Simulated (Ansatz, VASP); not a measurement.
## Mg3Sb2 in VASP and in Ansatz

```
Mg Sb
1.0
     4.58200    0.00000    0.00000
    -2.29100    3.96813    0.00000
     0.00000    0.00000    7.24400
Mg Sb
3 2
Direct
  0.33333 0.66667 0.63000
  0.66667 0.33333 0.37000
  0.00000 0.00000 0.00000
  0.33333 0.66667 0.23500
  0.66667 0.33333 0.76500
```

Alike in both runs: task single point; functional LDA; k mesh 6 × 6 × 4; no spin polarisation.

|  | VASP | Ansatz |
| --- | --- | --- |
| version | VASP 6.6.1 | Ansatz 0.2.0 |
| potentials or method | VASP PAW LDA potentials, release 64 (Mg, Sb), cutoff 600 eV | plane waves, PAW |
| occupations | gaussian, width 0.01 eV | fixed |
| valence electrons in the cell | 16 | 60 |

```csv
,VASP,Ansatz,Ansatz less VASP
gap on the k mesh at the Fermi level (eV),0.24,0.26,+0.026
```

LDA's correlation is that of Perdew and Zunger in VASP and of Perdew and Wang (1992) in Ansatz. VASP's potentials hold 16 valence electrons a cell and Ansatz's 60, so a difference there can come from the potentials and not from the codes.

Spin-orbit coupling is off throughout.
